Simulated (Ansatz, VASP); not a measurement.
One calculation of Y5N, two programs

```
CELL_PARAMETERS angstrom
5.61421 0.00000 0.00000
-2.80710 4.86205 0.00000
0.00000 0.00000 5.95716
ATOMIC_POSITIONS crystal
Y 0.66667 0.33333 0.74771
Y 0.00000 0.00000 0.00000
Y 0.66667 0.33333 0.25229
Y 0.33333 0.66667 0.25229
Y 0.33333 0.66667 0.74771
N 0.00000 0.00000 0.50000
```

Change from the starting cell: species swapped into the BaSn5 type (P6/mmm, No. 191).

Alike in both runs: task relaxation of cell and atoms; functional PBE; k mesh 12 × 12 × 6; occupations gaussian, width 0.1 eV; no spin polarisation.

|  | VASP | Ansatz |
| --- | --- | --- |
| version | VASP 6.6.1 | Ansatz 0.2.0 |
| potentials or method | VASP PAW PBE potentials, release 64 (Y_sv, N), cutoff 600 eV | scalar-relativistic, plane waves, PAW |
| valence electrons in the cell | 60 | 60 |

|  | VASP | Ansatz | Ansatz less VASP |
| --- | --- | --- | --- |
| gap on the k mesh at the Fermi level, each at its own relaxed structure (eV) | none | none | - |
| relaxed volume (Å³/atom) | 27.31 | 27.37 | +0.057 |
| relaxed length of the cell vector where the two differ most in proportion (Å) | 5.651 | 5.658 | +0.0066 |

A gap of «none» marks a metal or a gap that the smearing closes.
